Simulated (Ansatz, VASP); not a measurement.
## Two plane-wave programs on RbBr

```
Rb Br
1.0
     0.00000    3.55894    3.55894
     3.55894    0.00000    3.55894
     3.55894    3.55894    0.00000
Rb Br
1 1
Direct
  0.00000 0.00000 0.00000
  0.50000 0.50000 0.50000
```

Alike in both runs: task single point; functional PBE; k mesh 6 × 6 × 6; no spin polarisation.

|  | VASP | Ansatz |
| --- | --- | --- |
| version | VASP 6.6.1 | Ansatz 0.2.0 |
| potentials or method | VASP PAW PBE potentials, release 64 (Rb_sv, Br), cutoff 520 eV | plane waves, PAW |
| occupations | gaussian, width 0.01 eV | fixed |
| valence electrons in the cell | 16 | 16 |

VASP gave:

* pressure (GPa): -0.4

Problem. What did Ansatz give for the same quantities?

Solution. Pressure (GPa): -0.5.
